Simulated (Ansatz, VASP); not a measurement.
## Pt in VASP and in Ansatz

File INCAR:

```
PREC = Accurate
ENCUT = 570
EDIFF = 1E-6
ISMEAR = -1
SIGMA = 0.1
LREAL = F
LASPH = T
NELM = 120
ALGO = Normal
ISIF = 2
LWAVE = F
LCHARG = F
GGA = B5
ALDAX = 1.0
AGGAX = 1.0
AGGAC = 1.0
ALDAC = 0.0
NBANDS = 25
GGA_COMPAT = F
```

File KPOINTS:

```
regular mesh
0
Gamma
  14 14 7
```

File POSCAR:

```
Pt
1.0
    2.8507679420      0.0000000000      0.0000000000
   -1.4253839710      2.4688374581      0.0000000000
    0.0000000000      0.0000000000      4.9603838051
Pt
2
Direct
    0.3333333333      0.6666666667      0.2500000000
    0.6666666667      0.3333333333      0.7500000000
```

Input for Ansatz:

```yaml
crystal:
  lattice:
    - [2.850767942, 0.0, 0.0]
    - [-1.425383971, 2.4688374581, 0.0]
    - [0.0, 0.0, 4.9603838051]
  atoms:
    - { symbol: Pt, position: [0.3333333333, 0.6666666667, 0.25] }
    - { symbol: Pt, position: [0.6666666667, 0.3333333333, 0.75] }
hamiltonian:
  xc: blyp
  pseudopotentials:
    kind: paw
    azcp:
      Pt: "pseudopotentials/Pt.paw.azcp"
basis:
  ecutwfc: 420
  fft_grid_basis: typed
kpoints:
  mp_grid: { grid: [14, 14, 7], shift: [0, 0, 0] }
magnetization:
  spin_polarized: false
scf:
  occupations: { method: fermi_dirac, width: 0.1 }
  lower_state_search: "off"
output:
  stress: true
```

Alike in both runs: task single point; functional BLYP; k mesh 14 × 14 × 7; occupations fermi-dirac, width 0.1 eV; no spin polarisation.

|  | VASP | Ansatz |
| --- | --- | --- |
| version | VASP 6.6.1 | Ansatz 0.2.0 |
| potentials or method | VASP PAW PBE potentials, release 64 (Pt_sv_GW), cutoff 570 eV | plane waves (420 eV) with PAW, scalar-relativistic |
| valence electrons in the cell | 36 | 36 |

|  | VASP | Ansatz | Ansatz less VASP |
| --- | --- | --- | --- |
| pressure (GPa) | -7.2 | -6.8 | +0.40 |
| traceless stress, the component that is largest in VASP (GPa) | 0.37 | 0.52 | +0.141 |

VASP's potentials were made for PBE, not for BLYP. With one functional, cell and mesh, what is left measures potentials, basis and numerics.

Neither program's run includes spin-orbit coupling.
